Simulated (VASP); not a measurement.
## Si: relaxation of cell and atoms with PBE+D3(BJ)

The system is Si.

```
CELL_PARAMETERS angstrom
-2.37137 2.37137 1.32927
2.37137 -2.37137 1.32927
2.37137 2.37137 -1.32927
ATOMIC_POSITIONS crystal
Si 0.50000 0.50000 0.00000
Si 0.25000 0.75000 0.50000
```

```
Program                : VASP 6.6.1
Task                   : relaxation of cell and atoms
Functional             : PBE
Dispersion             : D3(BJ)
Potentials or basis    : VASP PAW PBE potentials, release 64 (Si)
Cutoff                 : 600 eV
k mesh                 : 11 × 11 × 11
Occupations            : fermi-dirac, width 0.05 eV
Spin                   : no spin polarisation
Dipole correction      : no
Further INCAR settings : ALGO = Normal; EDIFF = 1e-06; IBRION = 2; EDIFFG = -0.01; NSW = 60; ISIF = 3
```

- Relaxed volume: 14.73 Å³/atom
- Relaxed cell: a = 3.621 Å, b = 3.621 Å, c = 3.621 Å, α = 97.23°, β = 97.23°, γ = 138.43°
- Space group after relaxing (to 0.1 Å): I4_1/amd (No. 141)
- Energy gained by relaxing: 5.3 meV/atom
- Ionic steps: 10
- Pressure after relaxing: 0.0 GPa
- Band gap on the k mesh: zero (bands 4 and 5 overlap by 5.73 eV)
- Dispersion energy per atom: -0.423 eV

The path:
| step | energy change (eV) | largest force (eV/Å) | pressure (GPa) | volume (Å³) |
| --- | --- | --- | --- | --- |
| 1 | 0.0000 | 0.0000 | -1.32 | 29.90 |
| 2 | -0.0028 | 0.0000 | 0.64 | 29.37 |
| 3 | -0.0028 | 0.0000 | 0.48 | 29.41 |
| 4 | -0.0047 | 0.0000 | 0.40 | 29.41 |
| 5 | -0.0103 | 0.0000 | 0.27 | 29.39 |
| 6 | -0.0098 | 0.0000 | 0.34 | 29.40 |
| 7 | -0.0106 | 0.0000 | 0.29 | 29.39 |
| 8 | -0.0106 | 0.0000 | 0.28 | 29.39 |
| 9 | -0.0106 | 0.0000 | -0.38 | 29.55 |
| 10 | -0.0107 | 0.0000 | 0.00 | 29.46 |

Final structure:
```cif
data_structure
_symmetry_space_group_name_H-M 'P 1'
_symmetry_Int_Tables_number 1
_cell_length_a 3.6212
_cell_length_b 3.6212
_cell_length_c 3.6212
_cell_angle_alpha 97.235
_cell_angle_beta 97.235
_cell_angle_gamma 138.429
_cell_volume 29.46
loop_
_atom_site_label
_atom_site_type_symbol
_atom_site_fract_x
_atom_site_fract_y
_atom_site_fract_z
_atom_site_occupancy
Si1 Si 0.50000 0.50000 0.00000 1
Si2 Si 0.25000 0.75000 0.50000 1
```

Levels at points of the mesh, in eV from the Fermi level:
```
           k point  band 1  band 2  band 3  band 4  band 5  band 6  band 7  band 8
(0.00, 0.00, 0.00)  -14.06   -2.73   -2.73   -2.35    1.33    7.73    8.90    8.90
```

Wall time 4.8 min on 1 thread of Intel Xeon 8259CL, on a shared host, peak memory 0.19 GiB.
